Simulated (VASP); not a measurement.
# Cu (Fm-3m) in VASP: single point with PBE

Aim: the single point of Cu with PBE.

Program: VASP 6.6.1. These are calculated values, not measurements. Logs are shortened: lines on timing, memory, paths and dates and some standing lists are left out, and cuts for length are marked.

### Step 1. The cell of the first run

It takes space group Fm-3m (No. 225, cubic). Conventional cell: a = 3.627 Å, b = 3.627 Å, c = 3.627 Å, α = 90.00°, β = 90.00°, γ = 90.00°. Within 3.4 Å of Cu (site symmetry m-3m) lie 12 Cu at 2.56 Å.

### Step 2. Single point, PBE

The input, INCAR:

```
SYSTEM = Cu
  ALGO = Normal
  EDIFF = 1E-6
  ENCUT = 600
  GGA = PE
  GGA_COMPAT = .FALSE.
  ISIF = 2
  ISMEAR = 0
  LASPH = .TRUE.
  LCHARG = .FALSE.
  LREAL = .FALSE.
  LWAVE = .FALSE.
  NBANDS = 12
  NELM = 120
  PREC = Accurate
  SIGMA = 0.1
```

The input, KPOINTS:

```
k-points
0
G
  10 10 10
  0 0 0
```

The input, POSCAR:

```
Cu
1.0
    0.0000000000      1.8135739183      1.8135739183
    1.8135739183      0.0000000000      1.8135739183
    1.8135739183      1.8135739183      0.0000000000
Cu
1
Direct
    0.0000000000      0.0000000000      0.0000000000
```

Potentials or basis: VASP PAW PBE potentials, release 64 (Cu).

Started as:

```sh
$ cat potpaw_PBE.64/Cu/POTCAR > POTCAR
$ mpirun -np 1 vasp_std > vasp.out
```

OUTCAR:

```text
SYSTEM = Cu
   EDIFF = 1E-6
   ENCUT = 600
   GGA = PE
   ISIF = 2
   ISMEAR = 0
   LASPH = .TRUE.
   LREAL = .FALSE.
   NELM = 120
   PREC = Accurate

 ion  position               nearest neighbor table
   1  0.000  0.000  0.000-

  LATTYP: Found a face centered cubic cell.
 ALAT       =     3.6271478366

  Lattice vectors:

 A1 = (   0.0000000000,   1.8135739183,   1.8135739183)
 A2 = (   1.8135739183,   0.0000000000,   1.8135739183)
 A3 = (   1.8135739183,   1.8135739183,   0.0000000000)

Analysis of symmetry for initial positions (statically):
=====================================================================
 Subroutine PRICEL returns:
 Original cell was already a primitive cell.

 Routine SETGRP: Setting up the symmetry group for a
 face centered cubic supercell.

 Subroutine GETGRP returns: Found 48 space group operations
 (whereof 48 operations were pure point group operations)
 out of a pool of 48 trial point group operations.

The static configuration has the point symmetry O_h .

Analysis of symmetry for dynamics (positions and initial velocities):
=====================================================================
 Subroutine PRICEL returns:
 Original cell was already a primitive cell.

 Routine SETGRP: Setting up the symmetry group for a
 face centered cubic supercell.

 Subroutine GETGRP returns: Found 48 space group operations
 (whereof 48 operations were pure point group operations)
 out of a pool of 48 trial point group operations.

The dynamic configuration has the point symmetry O_h .

 Subroutine INISYM returns: Found 48 space group operations
 (whereof 48 operations are pure point group operations),
 and found     1 'primitive' translations

----------------------------------------------------------------------------------------

                                     Primitive cell

  volume of cell :      11.9299

  direct lattice vectors                    reciprocal lattice vectors
     0.000000000  1.813573918  1.813573918    -0.275698716  0.275698716  0.275698716
     1.813573918  0.000000000  1.813573918     0.275698716 -0.275698716  0.275698716
     1.813573918  1.813573918  0.000000000     0.275698716  0.275698716 -0.275698716

  length of vectors
     2.564780832  2.564780832  2.564780832     0.477524183  0.477524183  0.477524183

[... 83 lines left out ...]
   NFREE  =      0    steps in history (QN), initial steepest desc. (CG)
   ISIF   =      2    stress and relaxation
   ISYM   =      2    0-nonsym 1-usesym 2-fastsym
   POTIM  = 0.5000    time-step for ionic-motion
   TEBEG  =    0.0;   TEEND  =   0.0 temperature during run
   PSTRESS=    0.0 pullay stress
   NELECT =      11.0000    total number of electrons
   NUPDOWN=      -1.0000    fix difference up-down
   EMIN   =  10.00;   EMAX   =-10.00  energy-range for DOS
   EFERMI =   0.00;   METHOD = LEGACY
   ISMEAR =     0;   SIGMA  =   0.10  broadening in eV -4-tet -1-fermi 0-gaus
   EFERMI_NEDOS =   21; number of points for ismear=-14 and -15
   IALGO  =     38    algorithm
   IMIX   =      4    mixing-type and parameters
     AMIX     =   0.40;   BMIX     =  1.00
     AMIX_MAG =   1.60;   BMIX_MAG =  1.00
  volume/ion in A,a.u.               =      11.93        80.51
  Fermi-wavevector in a.u.,A,eV,Ry     =   1.593409  3.011105 34.544521  2.538951
  Thomas-Fermi vector in A             =   2.691643
   LORBIT       =      0    0 simple, 1 ext, 2 COOP (PROOUT), +10 PAW based schemes
   GGA     = PE    functional components
   LHFCALC =     F    Hartree Fock is set to
   AEXX    =    0.0000 exact exchange contribution
   IVDW    =     0    specifies the selected vdW correction
   LEPSILON=     F    determine dielectric tensor
   LRPA    =     F    only Hartree local field effects (RPA)
 non-spin polarized calculation
 Gauss-broadening in eV      SIGMA  =   0.10
  energy-cutoff  :      600.00
  volume of cell :       11.93
 maximum number of plane-waves:       411
   NGX = 11   NGY = 11   NGZ = 11

 number of electron      10.9999998 magnetization

 Free energy of the ion-electron system (eV)
  ---------------------------------------------------
  ext. energy  EPLUGINS =         0.00000000
  ---------------------------------------------------
  free energy    TOTEN  =        -3.71464136 eV

  energy without entropy =       -3.71188751  energy(sigma->0) =       -3.71326444

 E-fermi :   7.3521     XC(G=0): -12.6683

 val. band max:        7.3520684444   @ k =   0.5000   0.1000   0.0000
 cond. band min:       7.5567975858   @ k =   0.5000   0.3000   0.1000
 fundamental gap:      0.2047291414
 Fermi energy:         7.3520938287

 k-point     1 :       0.0000    0.0000    0.0000
  band No.  band energies     occupation
      1      -1.8138      2.00000
      2       4.4621      2.00000
      3       4.4621      2.00000
      4       4.4621      2.00000
      5       5.2714      2.00000
      6       5.2714      2.00000
      7      29.9745      0.00000
      8      32.5408      0.00000
      9      32.5408      0.00000
     10      32.5408      0.00000
     11      35.0244      0.00000
     12      35.0244      0.00000
[... 331 lines left out ...]
 k-point    24 :       0.4000    0.3000    0.0000
  band No.  band energies     occupation
      1       2.5216      2.00000
      2       3.4130      2.00000
      3       4.9840      2.00000
      4       5.4076      2.00000
      5       5.7992      2.00000
      6       6.4127      2.00000
      7      19.5151      0.00000
      8      20.3227      0.00000
      9      22.3057      0.00000
     10      26.3688      0.00000
     11      30.0022      0.00000
     12      44.8572      0.00000

 [... further k-points ...]

------------------------ aborting loop because EDIFF is reached ----------------------------------------

  FORCE on cell =-STRESS in cart. coord.  units (eV):
  Direction    XX          YY          ZZ          XY          YZ          ZX
  --------------------------------------------------------------------------------------
  -------------------------------------------------------------------------------------
  Total        0.0862417      0.0862417      0.0862417     -0.0000000      0.0000000      0.0000000
  in kB       11.5822314     11.5822314     11.5822314     -0.0000000      0.0000000      0.0000000
  external PRESSURE =      11.5822314 kB  Pullay stress =       0.0000000 kB

 VOLUME and BASIS-vectors are now :
 -----------------------------------------------------------------------------
  energy-cutoff  :      600.00
  volume of cell :       11.93
      direct lattice vectors                 reciprocal lattice vectors
     0.000000000  1.813573918  1.813573918    -0.275698716  0.275698716  0.275698716
     1.813573918  0.000000000  1.813573918     0.275698716 -0.275698716  0.275698716
     1.813573918  1.813573918  0.000000000     0.275698716  0.275698716 -0.275698716

 POSITION                                       TOTAL-FORCE (eV/Angst)
 -----------------------------------------------------------------------------------
      0.00000      0.00000      0.00000         0.000000     -0.000000      0.000000
 -----------------------------------------------------------------------------------
    total drift:                               -0.000000     -0.000000     -0.000000

  FREE ENERGIE OF THE ION-ELECTRON SYSTEM (eV)
  ---------------------------------------------------
  free  energy   TOTEN  =        -3.7146413631 eV

  energy  without entropy=       -3.7118875135  energy(sigma->0) =       -3.71326444
```

stdout:

```text
POSCAR found type information on POSCAR Cu
 POSCAR found :  1 types and       1 ions
 scaLAPACK will be used
 LDA part: xc-table for (Slater+PW92), standard interpolation
 POSCAR, INCAR and KPOINTS ok, starting setup
 FFT: planning ... GRIDC
 FFT: planning ... GRID_SOFT
 FFT: planning ... GRID
 WAVECAR not read
 entering main loop
```

Wall time 14 s (1 thread of AMD EPYC 7R13, shared host); peak memory 0.1 GiB.

Results:

```
Free energy : -3.7146 eV
Pressure    : 1.2 GPa
```
